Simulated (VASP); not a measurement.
Wanted: the native input for a VASP 6.6.1 run.

```
Task                   : single point
Functional             : LDA
Potentials or basis    : VASP PAW LDA potentials, release 64 (S, H, C)
Cutoff                 : 520 eV
k mesh                 : 1 × 1 × 1
Occupations            : fermi-dirac, width 0.02 eV
Spin                   : no spin polarisation
Dipole correction      : no
Further INCAR settings : LREAL = Auto; ALGO = Normal; EDIFF = 1e-06; NBANDS = 49
```

The structure of H6C2S lies in POSCAR:

```
H6C2S
1.0
    7.7672530000      0.0000000000      0.0000000000
    0.0000000000      7.7672530000      0.0000000000
    0.0000000000      0.0000000000      7.7672530000
S H C
3 18 6
Direct
    0.0882680144     -0.0031413937      0.0840966555
    0.6702369551      0.2868710469      0.2301328410
    0.1060220389      0.6667994463      0.7276575129
    0.1230679624      0.0559657320      0.2502944091
    0.1101418996      0.1631851055      0.0171746691
    0.6696704742      0.1192570913      0.1991437642
    0.4902247938      0.2873602804      0.2390935380
    0.2552511165      0.5974441672      0.6670955613
    0.0161575785      0.5137852469      0.6906173907
    0.5489328080      1.0127132462      0.7536641333
    0.4815215881      0.9166818694      0.5517909614
    0.7256877045      0.7774563285      0.8342460327
    0.7015221469      0.6650871293      0.6229229304
    0.8978850052      0.1149569867      0.8372844299
    0.7464157534      0.2144258723      0.6770089760
    1.1325368184      0.1712960811      0.6571563975
    0.9956801974      0.2836652804      0.4831566578
    0.3521579637      0.6252274775      0.3570116745
    0.5794712751      0.5877882438      0.4258648457
    0.4800796369      0.8374904229      0.1299944781
    0.6983163803      0.7943220081      0.2259872313
    0.5693776165      0.9124718868      0.6574911362
    0.6707905613      0.7801986108      0.6991146033
    0.8747751618      0.1873764122      0.7134826173
    1.0070484378      0.2192152103      0.6102414843
    0.4891562049      0.6631688191      0.3431328940
    0.5613181391      0.7659078441      0.2294891128
```

The input as run:

INCAR

```
SYSTEM = H6C2S
PREC = Accurate ; ENCUT = 520
EDIFF = 1E-6 ; ISMEAR = -1
SIGMA = 0.02 ; LREAL = Auto
LASPH = .TRUE. ; NELM = 100
ALGO = Normal ; ISIF = 2
LWAVE = .FALSE. ; LCHARG = .FALSE.
GGA = CA ; NBANDS = 49
```

KPOINTS

```
Automatic mesh
0
G
  1 1 1
  0 0 0
```

Potentials or basis: VASP PAW LDA potentials, release 64 (S, H, C).

Launch:

```sh
$ cat potpaw_LDA.64/S/POTCAR potpaw_LDA.64/H/POTCAR potpaw_LDA.64/C/POTCAR > POTCAR
$ mpirun -np 1 vasp_gam > vasp.out
```

Results of the run:

```json
{
 "Pressure": "-1.1 GPa",
 "Largest force": "2.257 eV/Å",
 "Band gap on the k mesh": "3.97 eV"
}
```

Caveat: the k points lie up to 0.81 Å⁻¹ apart.

Run time: 59 s on 1 thread of AMD EPYC 7R13, with other jobs on the host, peak memory 0.31 GiB.
